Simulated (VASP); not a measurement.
Write the native input for VASP 6.6.1 that does the following.

- Task: single point
- Functional: r2SCAN
- Potentials or basis: VASP PAW PBE potentials, release 64 (Co)
- Cutoff: 520 eV
- k mesh: 12 × 12 × 4
- Occupations: fermi-dirac, width 0.05 eV
- Spin: collinear spin, ferromagnetic start
- Starting moments: [2.0, 2.0, 2.0, 2.0] μB
- Dipole correction: no
- Further INCAR settings: ALGO = Normal; EDIFF = 1e-06; NBANDS = 30

The system is Co.

```
CELL_PARAMETERS angstrom
2.47018 0.00000 0.00000
-1.23509 2.13923 0.00000
0.00000 0.00000 8.07797
ATOMIC_POSITIONS crystal
Co 0.66667 0.33333 0.75000
Co 0.00000 0.00000 0.50000
Co 0.33333 0.66667 0.25000
Co 0.00000 0.00000 0.00000
```

One way to write it, as run:

POSCAR

```
Co
1.0
    2.4701753499      0.0000000000      0.0000000000
   -1.2350876750      2.1392346048      0.0000000000
    0.0000000000      0.0000000000      8.0779700066
Co
4
Direct
    0.6666666667      0.3333333333      0.7500000000
    0.0000000000      0.0000000000      0.5000000000
    0.3333333333      0.6666666667      0.2500000000
    0.0000000000      0.0000000000      0.0000000000
```

INCAR.step1

```
PREC = Accurate ; ENCUT = 520
ISMEAR = -1 ; SIGMA = 0.05
LREAL = False ; LASPH = True
NELM = 150 ; ISPIN = 2
MAGMOM = 2 2 2 2 ; LMAXMIX = 4
NBANDS = 30 ; GGA = PE
ALGO = Normal ; EDIFF = 1E-4
LWAVE = True ; LCHARG = False
```

INCAR.step2

```
PREC = Accurate ; ENCUT = 520
EDIFF = 1E-6 ; ISMEAR = -1
SIGMA = 0.05 ; LREAL = False
LASPH = True ; NELM = 150
ALGO = Normal ; ISIF = 2
LWAVE = False ; LCHARG = False
ISPIN = 2 ; MAGMOM = 2 2 2 2
LORBIT = 11 ; LMAXMIX = 4
METAGGA = R2SCAN ; LMIXTAU = True
NBANDS = 30 ; ISTART = 1
```

KPOINTS

```
Automatic mesh
0
Gamma
  12 12 4
```

Potentials or basis: VASP PAW PBE potentials, release 64 (Co).

Command:

```console
$ cat potpaw_PBE.64/Co/POTCAR > POTCAR
$ cp INCAR.step1 INCAR
$ mpirun -np 1 vasp_std > vasp.out
$ cp INCAR.step2 INCAR
$ mpirun -np 1 vasp_std > vasp.out
```

Results of the run:

```json
{
 "Pressure": "0.1 GPa",
 "Net moment": "7.06 μB per cell",
 "Site moments": "Co +1.84, +1.81 μB",
 "Valence electrons inside the program's atomic spheres": "Co 8.32, 8.33"
}
```

Caveat: the PAW data sets were made with another functional, which shifts forces and pressure a little.

It took 16 min on 1 thread of Intel Xeon 8259CL (shared host), peak memory 0.24 GiB.
